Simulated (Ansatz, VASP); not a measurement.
# Si2As: VASP beside Ansatz

```
CELL_PARAMETERS angstrom
5.96910 0.00000 0.00000
0.00000 5.96910 0.00000
0.00000 0.00000 3.75116
ATOMIC_POSITIONS crystal
Si 0.70162 0.70162 0.00000
Si 0.79838 0.20162 0.50000
Si 0.29838 0.29838 0.00000
Si 0.20162 0.79838 0.50000
As 0.50000 0.50000 0.50000
As 0.00000 0.00000 0.00000
```

Change from the starting cell: species swapped into the MgF2 type (P4_2/mnm, No. 136).

Alike in both runs: functional PBE; k mesh 3 × 3 × 5; occupations gaussian, width 0.2 eV; no spin polarisation.

Ansatz relaxed the structure, and its values are those at the end. VASP's run is a single point on that final structure, the one shown.

|  | VASP | Ansatz |
| --- | --- | --- |
| version | VASP 6.6.1 | Ansatz 0.2.0 |
| potentials or method | VASP PAW PBE potentials, release 64 (Si, As), cutoff 500 eV | scalar-relativistic, plane waves, PAW |
| valence electrons in the cell | 26 | 46 |

Ansatz gave:

- gap on the k mesh at the Fermi level (eV): none
- pressure (GPa): 0.0
- rms of the force components (eV/Å): 0.008

**Question.** Which values does VASP return?

**Answer.** gap on the k mesh at the Fermi level (eV): none; pressure (GPa): 0.2; rms of the force components (eV/Å): 0.007.

A gap of «none» marks a metal or a gap that the smearing closes. With one functional, cell and mesh, what is left measures potentials, basis and numerics. VASP's potentials hold 26 valence electrons a cell and Ansatz's 46, so a difference there can come from the potentials and not from the codes.
